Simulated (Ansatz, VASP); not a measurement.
**One calculation of Hf, two programs**

The input INCAR:

```
SYSTEM = Hf
PREC     = Accurate       ! precision mode
ENCUT    = 500            ! plane-wave cutoff, eV
EDIFF    = 1E-6           ! SCF threshold, eV
ISMEAR   = -5             ! smearing method
SIGMA    = 0.1            ! smearing width, eV
LREAL    = .FALSE.        ! projectors in reciprocal space
LASPH    = .TRUE.         ! aspherical terms in the spheres
NELM     = 120            ! most SCF steps
ALGO     = Normal         ! electronic algorithm
ISIF     = 2              ! what is computed and relaxed
LWAVE    = .FALSE.        ! write WAVECAR
LCHARG   = .FALSE.        ! write CHGCAR
GGA      = PE             ! functional
NBANDS   = 17             ! bands
GGA_COMPAT= .FALSE.
```

The input KPOINTS:

```
regular mesh
0
G
  13 13 7
  0 0 0
```

Contents of POSCAR:

```
Hf
1.0
    3.1808339174      0.0000000000      0.0000000000
   -1.5904169587      2.7546829777      0.0000000000
    0.0000000000      0.0000000000      5.1083780000
Hf
2
Direct
    0.3333333333      0.6666666667      0.2500000000
    0.6666666667      0.3333333333      0.7500000000
```

Input for Ansatz:

```yaml
crystal:
  lattice:
    - [3.1808339174, 0.0, 0.0]
    - [-1.5904169587, 2.7546829777, 0.0]
    - [0.0, 0.0, 5.108378]
  atoms:
    - { symbol: Hf, position: [0.3333333333, 0.6666666667, 0.25] }
    - { symbol: Hf, position: [0.6666666667, 0.3333333333, 0.75] }
kpoints:
  mp_grid: { grid: [13, 13, 7] }
scf:
  occupations: { method: tetrahedron }
hamiltonian:
  xc: pbe
  pseudopotentials: { kind: all_electron, lapw: { basis_error: 0.0005 } }
output:
  forces: true
  stress: true
  eigenvalues: true
accuracy: medium
```

Alike in both runs: task single point; functional PBE; k mesh 13 × 13 × 7; occupations tetrahedron; no spin polarisation.

|  | VASP | Ansatz |
| --- | --- | --- |
| version | VASP 6.6.1 | Ansatz 0.2.0 |
| potentials or method | VASP PAW PBE potentials, release 64 (Hf_pv), cutoff 500 eV | all-electron LAPW, scalar-relativistic |

```tsv
	VASP	Ansatz	Ansatz less VASP
gap on the k mesh at the Fermi level (eV)	none	none	-
pressure (GPa)	0.3	0.7	+0.46
traceless stress, the component that is largest in VASP (GPa)	-1.22	-1.15	+0.067
```

A gap of «none» marks a metal or a gap that the smearing closes. Ansatz ran all-electron here, and VASP with PAW potentials. Ansatz's warnings: band table not solved further, tetrahedron derivatives may miss energy slope.

Spin-orbit coupling is off throughout.
